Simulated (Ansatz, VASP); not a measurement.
Si: VASP beside Ansatz

```
Si
1.0
     0.00000    2.71356    2.71356
     2.71356    0.00000    2.71356
     2.71356    2.71356    0.00000
Si
2
Direct
  0.75000 0.75000 0.75000
  0.50000 0.50000 0.50000
```

Alike in both runs: task single point; functional r2SCAN; k mesh 6 × 6 × 6; occupations gaussian, width 0.1 eV; no spin polarisation.

|  | VASP | Ansatz |
| --- | --- | --- |
| version | VASP 6.6.1 | Ansatz 0.2.0 |
| potentials or method | VASP PAW PBE potentials, release 64 (Si), cutoff 550 eV | scalar-relativistic, plane waves, PAW |
| valence electrons in the cell | 8 | 8 |

```csv
,VASP,Ansatz,Ansatz less VASP
gap on the k mesh at the Fermi level (eV),0.91,0.90,-0.015
least direct gap on the mesh (eV),2.76,2.74,-0.016
pressure (GPa),0.8,1.0,+0.24
```

VASP's potentials were made for PBE, not for r2SCAN.
